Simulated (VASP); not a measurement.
# TiNi (Pm-3m) in VASP: single point with r2SCAN

Aim: the single point of TiNi with r2SCAN.

Program: VASP 6.6.1. These are calculated values, not measurements. Logs are shortened: lines on timing, memory, paths and dates and some standing lists are left out, and cuts for length are marked.

**1. The cell of the first run**

It takes space group Pm-3m (No. 221, cubic). Conventional cell: a = 2.989 Å, b = 2.989 Å, c = 2.989 Å, α = 90.00°, β = 90.00°, γ = 90.00°. Within 3.4 Å of Ti (site symmetry m-3m) lie 8 Ni at 2.59 Å and 6 Ti at 2.99 Å. Ni (site symmetry m-3m) has 8 Ti at 2.59 Å and 6 Ni at 2.99 Å within 3.4 Å.

**2. Single point, r2SCAN, collinear spin, ferromagnetic start**

Contents of POSCAR:

```
TiNi
1.0
    2.9887892650      0.0000000000      0.0000000000
    0.0000000000      2.9887892650      0.0000000000
    0.0000000000      0.0000000000      2.9887892650
Ti Ni
1 1
Direct
    0.5000000000      0.5000000000      0.5000000000
    0.0000000000      0.0000000000      0.0000000000
```

Contents of INCAR.step1:

```
SYSTEM = TiNi
  PREC = Accurate
  ENCUT = 520
  ISMEAR = 0
  SIGMA = 0.1
  LREAL = .FALSE.
  LASPH = .TRUE.
  NELM = 150
  ISPIN = 2
  MAGMOM = 0.51 0.4
  LMAXMIX = 4
  NBANDS = 22
  GGA = PE
  ALGO = Normal
  EDIFF = 1E-4
  LWAVE = .TRUE.
  LCHARG = .FALSE.
```

Contents of INCAR.step2:

```
SYSTEM = TiNi
  PREC = Accurate
  ENCUT = 520
  EDIFF = 1E-6
  ISMEAR = 0
  SIGMA = 0.1
  LREAL = .FALSE.
  LASPH = .TRUE.
  NELM = 150
  ALGO = Normal
  ISIF = 2
  LWAVE = .FALSE.
  LCHARG = .FALSE.
  ISPIN = 2
  MAGMOM = 0.51 0.4
  LORBIT = 11
  LMAXMIX = 4
  METAGGA = R2SCAN
  LMIXTAU = .TRUE.
  NBANDS = 22
  ISTART = 1
```

Contents of KPOINTS:

```
Automatic mesh
0
G
  14 14 14
  0 0 0
```

Potentials or basis: VASP PAW PBE potentials, release 64 (Ti_sv, Ni).

Launch:

```console
$ cat potpaw_PBE.64/Ti_sv/POTCAR potpaw_PBE.64/Ni/POTCAR > POTCAR
$ cp INCAR.step1 INCAR
$ mpirun -np 1 vasp_std > vasp.out
$ cp INCAR.step2 INCAR
$ mpirun -np 1 vasp_std > vasp.out
```

OUTCAR:

```text
SYSTEM = TiNi
   PREC = Accurate
   ENCUT = 520
   EDIFF = 1E-6
   ISMEAR = 0
   LREAL = .FALSE.
   LASPH = .TRUE.
   NELM = 150
   ISIF = 2
   ISPIN = 2
   LORBIT = 11
   METAGGA = R2SCAN
   ISTART = 1

 ion  position               nearest neighbor table
   1  0.500  0.500  0.500-   2 2.59   2 2.59   2 2.59   2 2.59   2 2.59   2 2.59   2 2.59   2 2.59

   2  0.000  0.000  0.000-   1 2.59   1 2.59   1 2.59   1 2.59   1 2.59   1 2.59   1 2.59   1 2.59

  LATTYP: Found a simple cubic cell.
 ALAT       =     2.9887892650

  Lattice vectors:

 A1 = (   2.9887892650,   0.0000000000,   0.0000000000)
 A2 = (   0.0000000000,   2.9887892650,   0.0000000000)
 A3 = (   0.0000000000,   0.0000000000,   2.9887892650)

Analysis of symmetry for initial positions (statically):
=====================================================================
 Subroutine PRICEL returns:
 Original cell was already a primitive cell.

 Routine SETGRP: Setting up the symmetry group for a
 simple cubic supercell.

 Subroutine GETGRP returns: Found 48 space group operations
 (whereof 48 operations were pure point group operations)
 out of a pool of 48 trial point group operations.

The static configuration has the point symmetry O_h .

Analysis of symmetry for dynamics (positions and initial velocities):
=====================================================================
 Subroutine PRICEL returns:
 Original cell was already a primitive cell.

 Routine SETGRP: Setting up the symmetry group for a
 simple cubic supercell.

 Subroutine GETGRP returns: Found 48 space group operations
 (whereof 48 operations were pure point group operations)
 out of a pool of 48 trial point group operations.

The dynamic configuration has the point symmetry O_h .

Analysis of structural, dynamic, and magnetic symmetry:
=====================================================================
 Subroutine PRICEL returns:
 Original cell was already a primitive cell.

 Routine SETGRP: Setting up the symmetry group for a
 simple cubic supercell.

 Subroutine GETGRP returns: Found 48 space group operations
 (whereof 48 operations were pure point group operations)
 out of a pool of 48 trial point group operations.

The overall configuration has the point symmetry O_h .

 Subroutine INISYM returns: Found 48 space group operations
 (whereof 48 operations are pure point group operations),
 and found     1 'primitive' translations

----------------------------------------------------------------------------------------

                                     Primitive cell

  volume of cell :      26.6984

  direct lattice vectors                    reciprocal lattice vectors
     2.988789265  0.000000000  0.000000000     0.334583643  0.000000000  0.000000000
     0.000000000  2.988789265  0.000000000     0.000000000  0.334583643  0.000000000
     0.000000000  0.000000000  2.988789265     0.000000000  0.000000000  0.334583643

  length of vectors
     2.988789265  2.988789265  2.988789265     0.334583643  0.334583643  0.334583643

  position of ions in fractional coordinates (direct lattice)
     0.500000000  0.500000000  0.500000000
     0.000000000  0.000000000  0.000000000

  ion indices of the primitive-cell ions
   primitive index   ion index
                 1           1
                 2           2

----------------------------------------------------------------------------------------

 KPOINTS: Automatic mesh

Automatic generation of k-mesh.
 Grid dimensions read from file:
 generate k-points for:   14   14   14

 Generating k-lattice:

  Cartesian coordinates                     Fractional coordinates (reciprocal lattice)
     0.023898832  0.000000000  0.000000000     0.071428571  0.000000000  0.000000000
     0.000000000  0.023898832  0.000000000     0.000000000  0.071428571  0.000000000
     0.000000000  0.000000000  0.023898832     0.000000000  0.000000000  0.071428571

  Length of vectors
     0.023898832  0.023898832  0.023898832

  Shift w.r.t. Gamma in fractional coordinates (k-lattice)
     0.000000000  0.000000000  0.000000000

 Subroutine IBZKPT returns following result:
 ===========================================

 Found    120 irreducible k-points:

 Following reciprocal coordinates:
            Coordinates               Weight
  0.000000  0.000000  0.000000      1.000000
  0.071429  0.000000  0.000000      6.000000
  0.142857  0.000000  0.000000      6.000000
  0.214286  0.000000  0.000000      6.000000
  0.285714  0.000000  0.000000      6.000000
  0.357143  0.000000  0.000000      6.000000
[... 16 lines left out ...]
  0.285714  0.214286  0.000000     24.000000
  0.357143  0.214286  0.000000     24.000000
 [... further k-points ...]
   k-points           NKPTS =    120   k-points in BZ     NKDIM =    120   number of bands    NBANDS=     22
   number of dos      NEDOS =    301   number of ions     NIONS =      2
   total plane-waves  NPLWV =  13824
   dimension x,y,z NGX =    24 NGY =   24 NGZ =   24
   dimension x,y,z NGXF=    48 NGYF=   48 NGZF=   48
   ions per type =               1   1
   NGX,Y,Z   is equivalent  to a cutoff of  13.35, 13.35, 13.35 a.u.
   NGXF,Y,Z  is equivalent  to a cutoff of  26.70, 26.70, 26.70 a.u.
 SYSTEM =  TiNi
   PREC   = accura    normal or accurate (medium, high low for compatibility)
   ISTART =      1    job   : 0-new  1-cont  2-samecut
   ICHARG =      0    charge: 1-file 2-atom 10-const
   ISPIN  =      2    spin polarized calculation?
   LNONCOLLINEAR =      F non collinear calculations
   LSORBIT =      F    spin-orbit coupling
   LASPH  =      T    aspherical Exc in radial PAW
   ENCUT  =  520.0 eV  38.22 Ry    6.18 a.u.   5.56  5.56  5.56*2*pi/ulx,y,z
   NELM   =    150;   NELMIN=  2; NELMDL=  0     # of ELM steps
   EDIFF  = 0.1E-05   stopping-criterion for ELM
   LREAL  =      F    real-space projection
   EDIFFG = 0.1E-04   stopping-criterion for IOM
   NSW    =      0    number of steps for IOM
   IBRION =     -1    ionic relax: 0-MD 1-quasi-New 2-CG
   NFREE  =      0    steps in history (QN), initial steepest desc. (CG)
   ISIF   =      2    stress and relaxation
   ISYM   =      2    0-nonsym 1-usesym 2-fastsym
   POTIM  = 0.5000    time-step for ionic-motion
   TEBEG  =    0.0;   TEEND  =   0.0 temperature during run
   PSTRESS=    0.0 pullay stress
   NELECT =      22.0000    total number of electrons
   NUPDOWN=      -1.0000    fix difference up-down
   EMIN   =  10.00;   EMAX   =-10.00  energy-range for DOS
   EFERMI =   0.00;   METHOD = LEGACY
   ISMEAR =     0;   SIGMA  =   0.10  broadening in eV -4-tet -1-fermi 0-gaus
   EFERMI_NEDOS =   21; number of points for ismear=-14 and -15
   IALGO  =     38    algorithm
   IMIX   =      4    mixing-type and parameters
     AMIX     =   0.40;   BMIX     =  1.00
     AMIX_MAG =   1.60;   BMIX_MAG =  1.00
  volume/ion in A,a.u.               =      13.35        90.08
  Fermi-wavevector in a.u.,A,eV,Ry     =   1.534807  2.900365 32.050325  2.355632
  Thomas-Fermi vector in A             =   2.641683
   LORBIT       =     11    0 simple, 1 ext, 2 COOP (PROOUT), +10 PAW based schemes
   METAGGA = R2SCAN    functional components
   LHFCALC =     F    Hartree Fock is set to
   AEXX    =    0.0000 exact exchange contribution
   IVDW    =     0    specifies the selected vdW correction
   LEPSILON=     F    determine dielectric tensor
   LRPA    =     F    only Hartree local field effects (RPA)
 spin polarized calculation
 Gauss-broadening in eV      SIGMA  =   0.10
  energy-cutoff  :      520.00
  volume of cell :       26.70
 maximum number of plane-waves:       739
 NGX is ok and might be reduce to    24
   NGX = 11   NGY = 11   NGZ = 11

 number of electron      21.9999986 magnetization      -0.0000127

 Free energy of the ion-electron system (eV)
  ---------------------------------------------------
  ext. energy  EPLUGINS =         0.00000000
  ---------------------------------------------------
  free energy    TOTEN  =       -25.57900452 eV

  energy without entropy =      -25.56650261  energy(sigma->0) =      -25.57275356

 E-fermi :   9.5817     XC(G=0): -13.5535

 val. band max:        9.5672033992   @ k =   0.5000   0.4286   0.0000
 cond. band min:       9.5904692713   @ k =   0.3571   0.0000   0.0000
 fundamental gap:      0.0232658721
 Fermi energy:         9.5817292271

 spin component 1

 k-point     1 :       0.0000    0.0000    0.0000
  band No.  band energies     occupation
      1     -50.0298      1.00000
      2     -25.0769      1.00000
      3     -25.0769      1.00000
      4     -25.0769      1.00000
      5       1.3170      1.00000
      6       5.5287      1.00000
[... 14 lines left out ...]
     21      29.2971      0.00000
     22      31.5255      0.00000
[... 552 lines left out ...]
  band No.  band energies     occupation
      1     -49.9918      1.00000
      2     -25.3087      1.00000
      3     -25.1695      1.00000
      4     -25.0467      1.00000
      5       4.2016      1.00000
      6       6.0130      1.00000
[... 14 lines left out ...]
     21      28.3840      0.00000
     22      29.6683      0.00000

 [... further k-points ...]

 spin component 2

 k-point     1 :       0.0000    0.0000    0.0000
  band No.  band energies     occupation
      1     -50.0298      1.00000
      2     -25.0769      1.00000
      3     -25.0769      1.00000
      4     -25.0769      1.00000
      5       1.3170      1.00000
      6       5.5287      1.00000
[... 14 lines left out ...]
     21      29.2971      0.00000
     22      31.5255      0.00000
[... 552 lines left out ...]
  band No.  band energies     occupation
      1     -49.9918      1.00000
      2     -25.3087      1.00000
      3     -25.1695      1.00000
      4     -25.0467      1.00000
      5       4.2016      1.00000
      6       6.0130      1.00000
[... 14 lines left out ...]
     21      28.3839      0.00000
     22      29.6683      0.00000

 [... further k-points ...]
[... 5 lines left out ...]
  --------------------------------------------------------------------------------------
  -------------------------------------------------------------------------------------
  Total        0.0831497      0.0831497      0.0831497      0.0000000      0.0000000      0.0000000
  in kB        4.9898254      4.9898254      4.9898254      0.0000000      0.0000000      0.0000000
  external PRESSURE =       4.9898254 kB  Pullay stress =       0.0000000 kB

 VOLUME and BASIS-vectors are now :
 -----------------------------------------------------------------------------
  energy-cutoff  :      520.00
  volume of cell :       26.70
      direct lattice vectors                 reciprocal lattice vectors
     2.988789265  0.000000000  0.000000000     0.334583643  0.000000000  0.000000000
     0.000000000  2.988789265  0.000000000     0.000000000  0.334583643  0.000000000
     0.000000000  0.000000000  2.988789265     0.000000000  0.000000000  0.334583643

 POSITION                                       TOTAL-FORCE (eV/Angst)
 -----------------------------------------------------------------------------------
      1.49439      1.49439      1.49439         0.000000      0.000000      0.000000
      0.00000      0.00000      0.00000         0.000000      0.000000      0.000000
 -----------------------------------------------------------------------------------
    total drift:                                0.000000      0.000000     -0.000000

  FREE ENERGIE OF THE ION-ELECTRON SYSTEM (eV)
  ---------------------------------------------------
  free  energy   TOTEN  =       -25.5790045162 eV

  energy  without entropy=      -25.5665026098  energy(sigma->0) =      -25.57275356

 total charge

# of ion       s       p       d       tot
------------------------------------------
    1        2.238   6.176   1.797  10.211
    2        0.600   0.513   8.335   9.448
--------------------------------------------------
tot          2.838   6.689  10.132  19.658

 magnetization (x)

# of ion       s       p       d       tot
------------------------------------------
    1       -0.000  -0.000  -0.000  -0.000
    2       -0.000  -0.000  -0.000  -0.000
--------------------------------------------------
tot         -0.000  -0.000  -0.000  -0.000
```

Run time: 4.7 min. Hardware: 1 thread of Intel Xeon Platinum 8259CL at 2.50GHz (Skylake/Cascade Lake), shared host; peak memory 0.24 GiB.

Results:

* Free energy: -25.5790 eV
* Pressure: 0.5 GPa
* Band gap on the k mesh: zero (filled and empty bands overlap)
* Net moment: 0.00 μB per cell
* Valence electrons inside the program's atomic spheres: Ti 10.21; Ni 9.45

Caveat: the moments typed at the start vanished in this run; the PAW data sets were made with another functional, which shifts forces and pressure a little.

The gap in the log of VASP goes by the Fermi energy; the results here count the filled bands.